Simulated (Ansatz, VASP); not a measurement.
## Two plane-wave programs on CsSi2

INCAR

```
SYSTEM = CsSi2
PREC = Accurate
ENCUT = 600
EDIFF = 1E-7
ISMEAR = 0
SIGMA = 0.1
LREAL = .False.
LASPH = .True.
NELM = 60
ALGO = Normal
ISIF = 3
LWAVE = .False.
LCHARG = .False.
GGA = PE
IBRION = 2
NSW = 90
EDIFFG = -0.04
```

KPOINTS

```
regular mesh
0
Gamma
  6 6 4
  0 0 0
```

File POSCAR:

```
CsSi2
1.0
    4.5783392000      0.0000000000      0.0000000000
   -2.2891696000      3.9649580500      0.0000000000
    0.0000000000      0.0000000000      4.9301063300
Cs Si
1 2
Direct
    0.3333333300      0.6666666700      0.0000000000
    0.0000000000      0.0000000000      0.2839384900
    0.0000000000      0.0000000000      0.7160615100
```

Input for Ansatz:

```yaml
crystal:
  lattice:
    - [4.5783392, 0.0, 0.0]
    - [-2.2891696, 3.96495805, 0.0]
    - [0.0, 0.0, 4.93010633]
  atoms:
    - { symbol: Cs, position: [0.33333333, 0.66666667, 0.0] }
    - { symbol: Si, position: [0.0, 0.0, 0.28393849] }
    - { symbol: Si, position: [0.0, 0.0, 0.71606151] }
basis:
  ecutwfc: 420
kpoints:
  mp_grid: { grid: [6, 6, 4] }
hamiltonian:
  xc: pbe
scf:
  occupations: { method: gaussian, width: 0.1 }
  lower_state_search: "off"
output:
  forces: true
  stress: true
  eigenvalues: true
relax:
  adjacent_minimum: "off"
  f_tol: 0.04
  max_steps: 70
  cell: { stress_tol: 0.4 }
```

Alike in both runs: task relaxation of cell and atoms; functional PBE; k mesh 6 × 6 × 4; occupations gaussian, width 0.1 eV; no spin polarisation.

```csv
,VASP,Ansatz
version,VASP 6.6.1,Ansatz 0.2.0
potentials or method,"VASP PAW PBE potentials, release 64 (Cs_sv, Si), cutoff 600 eV","scalar-relativistic, plane waves, PAW"
valence electrons in the cell,17,17
```

|  | VASP | Ansatz | Ansatz less VASP |
| --- | --- | --- | --- |
| gap on the k mesh at the Fermi level, each at its own relaxed structure (eV) | none | none | - |
| relaxed volume (Å³/atom) | 50.39 | 50.66 | +0.264 |
| relaxed cell length with the largest relative difference (Å) | 6.267 | 6.282 | +0.0152 |

A gap of «none» marks a metal or a gap that the smearing closes.

Spin-orbit coupling is off throughout. Noted on VASP's run: the volume moved by over 15 % at a fixed basis, so the end points are rough.
